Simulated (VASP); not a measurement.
Wanted: the native input for a VASP 6.6.1 run.

```yaml
Task: single point
Functional: PBE
Potentials_or_basis: VASP PAW PBE potentials, release 64 (In_d, O)
Cutoff: 520 eV
k_mesh: 7 × 7 × 7
Occupations: fermi-dirac, width 0.02 eV
Spin: no spin polarisation
Dipole_correction: no
Further_INCAR_settings: ALGO = Normal; EDIFF = 1e-06; NBANDS = 55
```

The structure of In2O3 lies in POSCAR:

```
In2O3
1.0
    2.7435000000      1.5839604635      4.7399333334
   -2.7435000000      1.5839604635      4.7399333334
    0.0000000000     -3.1679209270      4.7399333334
In O
4 6
Direct
    0.3591705368      0.3591705368      0.3591705368
    0.1408294632      0.1408294632      0.1408294632
    0.6408294632      0.6408294632      0.6408294632
    0.8591705368      0.8591705368      0.8591705368
    0.5452328204      0.9547671796      0.2500000000
    0.2500000000      0.5452328204      0.9547671796
    0.9547671796      0.2500000000      0.5452328204
    0.4547671796      0.0452328204      0.7500000000
    0.7500000000      0.4547671796      0.0452328204
    0.0452328204      0.7500000000      0.4547671796
```

This cell differs from its parent crystal: z stretched by -2 %, then relaxed in part.

These files were run (other wordings do the same):

INCAR

```
SYSTEM = In2O3
  PREC = Accurate
  ENCUT = 520
  EDIFF = 1E-6
  ISMEAR = -1
  SIGMA = 0.02
  LREAL = .False.
  LASPH = .True.
  NELM = 80
  ALGO = Normal
  ISIF = 2
  LWAVE = .False.
  LCHARG = .False.
  GGA = PE
  NBANDS = 55
```

KPOINTS

```
Automatic mesh
0
Gamma
  7 7 7
  0 0 0
```

Potentials or basis: VASP PAW PBE potentials, release 64 (In_d, O).

Run with:

```console
$ cat potpaw_PBE.64/In_d/POTCAR potpaw_PBE.64/O/POTCAR > POTCAR
$ mpirun -np 1 vasp_std > vasp.out
```

It gave:

```
Pressure               : 12.3 GPa
Largest force          : 0.012 eV/Å
Band gap on the k mesh : 1.37 eV (least direct gap 1.42 eV)
```

Caveat: the cell differs from its parent crystal (z stretched by -2 %, then relaxed in part); the cell stands under pressure; spin-orbit coupling is left out, which moves the levels of the heavy elements; an odd mesh through Γ misses points on the zone boundary, where band edges can lie.

Wall time 12 min on 1 thread of Intel Xeon 8259CL, on a shared host, peak memory 0.39 GiB.
